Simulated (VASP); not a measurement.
A run of VASP 6.6.1 is set up as follows.

The input INCAR:

```
SYSTEM = PtSe2
PREC = Accurate
ENCUT = 520
EDIFF = 1E-6
ISMEAR = 0
SIGMA = 0.02
LREAL = .False.
LASPH = .True.
NELM = 80
ALGO = Normal
ISIF = 2
LWAVE = .False.
LCHARG = .True.
GGA = PE
LELF = .True.
LVHAR = .True.
NBANDS = 18
```

Contents of KPOINTS:

```
Automatic mesh
0
Gamma
  12 12 4
  0 0 0
```

File POSCAR:

```
PtSe2
1.0
    3.7515280056      0.0000000000      0.0000000000
   -1.8757640028      3.2489185559      0.0000000000
    0.0000000000      0.0000000000      6.5141502416
Pt Se
1 2
Direct
    0.0000000000      0.0000000000      0.0000000000
    0.3333333333      0.6666666667      0.2005958070
    0.6666666667      0.3333333333      0.7994041930
```

Potentials or basis: VASP PAW PBE potentials, release 64 (Pt, Se).

The run is started by

```console
$ cat potpaw_PBE.64/Pt/POTCAR potpaw_PBE.64/Se/POTCAR > POTCAR
$ mpirun -np 1 vasp_std > vasp.out
```

Q: Estimate the pressure.

A: 0.0 GPa.

Q: What does it give for the band gap on the k mesh?

A: 0.88 eV (least direct gap 1.03 eV).

Forces on the atoms (eV/Å):
```
Pt   0.000  0.000  0.000
Se   0.000  0.000 -0.002
Se   0.000  0.000  0.002
```

Caveat: spin-orbit coupling is left out, which moves the levels of the heavy elements; this functional lacks dispersion, which binds layers or chains, so the pressure and a relaxed spacing across them are unreliable. A k mesh can miss the band edges.
